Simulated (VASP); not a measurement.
Set up this calculation in VASP 6.6.1, as the native input.

```yaml
Task: single point
Functional: PBEsol
Potentials_or_basis: VASP PAW PBE potentials, release 64 (Sc_sv, Ga_d, I)
Cutoff: 520 eV
k_mesh: 4 × 4 × 4
Occupations: fermi-dirac, width 0.05 eV
Spin: no spin polarisation
Dipole_correction: no
Further_INCAR_settings: ALGO = Normal; EDIFF = 1e-06; NBANDS = 43
```

The structure of ScGaI6 lies in POSCAR:

```
ScGaI6
1.0
    0.3725063177      5.3396350759      5.3418893868
    5.3398449534      0.3715699644      5.3411458530
    5.3420256473      5.3411155966      0.3736427337
Sc Ga I
1 1 6
Direct
    0.4997327773      0.4974919017      0.5092988433
   -0.0002920741     -0.0025072145      0.0095002774
    0.7547529421      0.4090245764      0.0914635271
    0.2442508188      0.5861008521      0.9270366756
    0.0818639697      0.7527774555      0.4207417445
    0.9173206300      0.2421805567      0.5980497841
    0.4111345897      0.0796481890      0.7646442565
    0.5882466718      0.9152770733      0.2540246785
```

One way to write it, as run:

INCAR

```
PREC     = Accurate       # precision mode
ENCUT    = 520            # plane-wave cutoff, eV
EDIFF    = 1E-6           # SCF threshold, eV
ISMEAR   = -1             # smearing method
SIGMA    = 0.05           # smearing width, eV
LREAL    = False          # projectors in reciprocal space
LASPH    = True           # aspherical terms in the spheres
NELM     = 80             # most SCF steps
ALGO     = Normal         # electronic algorithm
ISIF     = 2              # what is computed and relaxed
LWAVE    = False          # write WAVECAR
LCHARG   = False          # write CHGCAR
GGA      = PS             # functional
NBANDS   = 43             # bands
```

KPOINTS

```
regular mesh
0
Gamma
  4 4 4
```

Potentials or basis: VASP PAW PBE potentials, release 64 (Sc_sv, Ga_d, I).

Command:

```sh
$ cat potpaw_PBE.64/Sc_sv/POTCAR potpaw_PBE.64/Ga_d/POTCAR potpaw_PBE.64/I/POTCAR > POTCAR
$ mpirun -np 1 vasp_std > vasp.out
```

Results of the run:

* Pressure: 0.0 GPa
* Largest force: 0.007 eV/Å
* Band gap on the k mesh: 0.52 eV (least direct gap 0.92 eV)

Caveat: the PAW data sets were made with another functional, which shifts forces and pressure a little; spin-orbit coupling is left out, which moves the levels of the heavy elements.

Run time: 9.3 min on 1 thread of Intel(R) Xeon(R) Platinum 8259CL CPU @ 2.50GHz (Skylake/Cascade Lake) (shared host), peak memory 0.69 GiB.
